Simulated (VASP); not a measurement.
Here is a VASP 6.6.1 calculation.

Contents of INCAR:

```
SYSTEM = NbInS4
ALGO = Normal
EDIFF = 1E-6
EDIFFG = -0.04
ENCUT = 600
GGA = PE
IBRION = 2
ISIF = 3
ISMEAR = 0
ISPIN = 2
LASPH = .True.
LCHARG = .False.
LMAXMIX = 4
LORBIT = 11
LREAL = .False.
LWAVE = .False.
MAGMOM = 2.55 0.18 0 0 0 0
NELM = 150
NSW = 90
PREC = Accurate
SIGMA = 0.1
```

Contents of KPOINTS:

```
k-points
0
Gamma
  6 6 4
  0 0 0
```

POSCAR

```
NbInS4
1.0
    5.0434064050      0.0000000000      0.0000000000
   -2.5217032025      4.3677180683      0.0000000000
    0.0000000000      0.0000000000      7.0980701140
Nb In S
1 1 4
Direct
    0.6666666667      0.3333333333      0.0000000000
    0.0000000000      0.0000000000      0.0000000000
    0.3333333333      0.6666666667      0.0000000000
    0.7200286606      0.8600143303      0.5000000000
    0.1399856697      0.8600143303      0.5000000000
    0.1399856697      0.2799713394      0.5000000000
```

Potentials or basis: VASP PAW PBE potentials, release 64 (Nb_sv, In_d, S).

Launch:

```sh
$ cat potpaw_PBE.64/Nb_sv/POTCAR potpaw_PBE.64/In_d/POTCAR potpaw_PBE.64/S/POTCAR > POTCAR
$ mpirun -np 1 vasp_std > vasp.out
```

Task: What does it give for the site moments?

Result: Nb +2.05; In +0.17; S -0.09, -0.03 (each value once) μB.

Task: Predict the relaxed cell.

Result: a = 4.893 Å, b = 4.893 Å, c = 6.553 Å, α = 90.00°, β = 90.00°, γ = 120.00°.

Task: Predict the relaxed volume.

Result: 22.65 Å³/atom.

Task: What does it give for the net moment?

Result: 3.00 μB per cell.

Step by step:
| step | energy change (eV) | largest force (eV/Å) | pressure (GPa) | volume (Å³) |
| --- | --- | --- | --- | --- |
| 1 | 0.0000 | 0.3839 | -0.55 | 156.36 |
| 2 | -0.0237 | 0.2012 | -0.68 | 154.34 |
| 3 | -0.0545 | 0.0301 | -0.72 | 149.83 |
| 4 | -0.1105 | 0.3033 | 0.47 | 141.07 |
| 5 | 0.3043 | 0.7149 | 9.47 | 124.58 |
| 6 | -0.1096 | 0.3279 | 0.89 | 139.85 |
| 7 | -0.1122 | 0.2998 | 1.56 | 137.51 |
| 8 | -0.1231 | 0.2598 | 1.50 | 137.09 |
| 9 | -0.1487 | 0.1682 | 1.43 | 135.83 |
| 10 | -0.1737 | 0.0156 | 1.90 | 133.32 |
| 11 | -0.1941 | 0.0476 | 1.05 | 134.58 |
| 12 | -0.2050 | 0.0901 | -0.25 | 136.65 |
| 13 | -0.2051 | 0.0868 | -0.15 | 136.46 |
| 14 | -0.2051 | 0.0856 | -0.11 | 136.40 |
| 15 | -0.2058 | 0.0838 | -0.10 | 136.28 |
| 16 | -0.2076 | 0.0790 | -0.05 | 135.92 |
| 17 | -0.2100 | 0.0666 | 0.05 | 135.21 |
| 18 | -0.2094 | 0.0305 | 0.31 | 133.78 |
| 19 | -0.2107 | 0.0524 | 0.19 | 134.56 |
| 20 | -0.2117 | 0.0488 | 0.07 | 134.94 |
| 21 | -0.2124 | 0.0396 | -0.22 | 135.75 |
| 22 | -0.2129 | 0.0284 | -0.19 | 135.80 |
| 23 | -0.2134 | 0.0064 | -0.08 | 135.88 |
